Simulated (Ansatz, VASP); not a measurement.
Sb: VASP beside Ansatz

The input POSCAR:

```
Sb
1.0
   -1.8713408863      1.8713408863      1.8713408863
    1.8713408863     -1.8713408863      1.8713408863
    1.8713408863      1.8713408863     -1.8713408863
Sb
1
Direct
    0.0000000000      0.0000000000      0.0000000000
```

Contents of INCAR.step1:

```
SYSTEM = Sb
PREC     = Accurate       ! precision mode
ENCUT    = 520            ! plane-wave cutoff, eV
EDIFF    = 1E-5           ! SCF threshold, eV
ISMEAR   = -1             ! smearing method
SIGMA    = 0.05           ! smearing width, eV
LREAL    = .FALSE.        ! projectors in reciprocal space
LASPH    = .TRUE.         ! aspherical terms in the spheres
NELM     = 80             ! most SCF steps
ALGO     = Normal         ! electronic algorithm
ISIF     = 2              ! what is computed and relaxed
LWAVE    = .TRUE.         ! write WAVECAR
LCHARG   = .FALSE.        ! write CHGCAR
NBANDS   = 8              ! bands
GGA      = PE             ! functional
```

INCAR.step2

```
SYSTEM = Sb
PREC     = Accurate       ! precision mode
ENCUT    = 520            ! plane-wave cutoff, eV
EDIFF    = 1E-6           ! SCF threshold, eV
ISMEAR   = -1             ! smearing method
SIGMA    = 0.05           ! smearing width, eV
LREAL    = .FALSE.        ! projectors in reciprocal space
LASPH    = .TRUE.         ! aspherical terms in the spheres
NELM     = 80             ! most SCF steps
ALGO     = Normal         ! electronic algorithm
ISIF     = 2              ! what is computed and relaxed
LWAVE    = .FALSE.        ! write WAVECAR
LCHARG   = .FALSE.        ! write CHGCAR
GGA      = PE             ! functional
LHFCALC  = .TRUE.         ! exact exchange
AEXX     = 0.25           ! exact-exchange fraction
HFSCREEN = 0.15           ! screening, 1/A
PRECFOCK = Normal       
NBANDS   = 8              ! bands
ISTART   = 1
```

File KPOINTS:

```
Automatic mesh
0
G
  5 5 5
  0 0 0
```

File input.yaml:

```yaml
crystal:
  lattice:
    - [-1.8713408863, 1.8713408863, 1.8713408863]
    - [1.8713408863, -1.8713408863, 1.8713408863]
    - [1.8713408863, 1.8713408863, -1.8713408863]
  atoms:
    - { symbol: Sb, position: [0.0, 0.0, 0.0] }
hamiltonian:
  xc:
    exchange: pbe
    correlation: pbe
    exx: { coeff: 0.25, omega: 0.15 }
  pseudopotentials: { kind: paw }
kpoints:
  mp_grid: { grid: [5, 5, 5] }
scf:
  occupations: { method: fermi_dirac, width: 0.05 }
output:
  forces: true
  stress: true
  eigenvalues: true
  write_density: true
  write_potential: true
  elf: true
  volumetric_format: npy
```

Alike in both runs: task single point; functional PBE-based screened hybrid with a share of 0.25 of exact exchange and HFSCREEN = 0.15; k mesh 5 × 5 × 5; occupations fermi-dirac, width 0.05 eV; no spin polarisation.

|  | VASP | Ansatz |
| --- | --- | --- |
| version | VASP 6.6.1 | Ansatz 0.2.0 |
| potentials or method | VASP PAW PBE potentials, release 64 (Sb) | Ansatz PAW |
| plane-wave cutoff (eV) | 520 | 420 |
| valence electrons in the cell | 5 | 15 |

Ansatz gave:

| Quantity | Value |
| --- | --- |
| gap on the k mesh at the Fermi level (eV) | none |
| pressure (GPa) | -1.1 |

Estimate VASP's values.

gap on the k mesh at the Fermi level (eV): none; pressure (GPa): -2.0.

VASP's potentials were made for PBE, not for PBE-based screened hybrid. A gap of «none» marks a metal or a gap that the smearing closes. With one functional, cell and mesh, what is left measures potentials, basis and numerics. VASP's potentials hold 5 valence electrons a cell and Ansatz's 15, so a difference there can come from the potentials and not from the codes.

The k mesh is coarse, so the values compare programs but aren't converged. Spin-orbit coupling is off throughout.
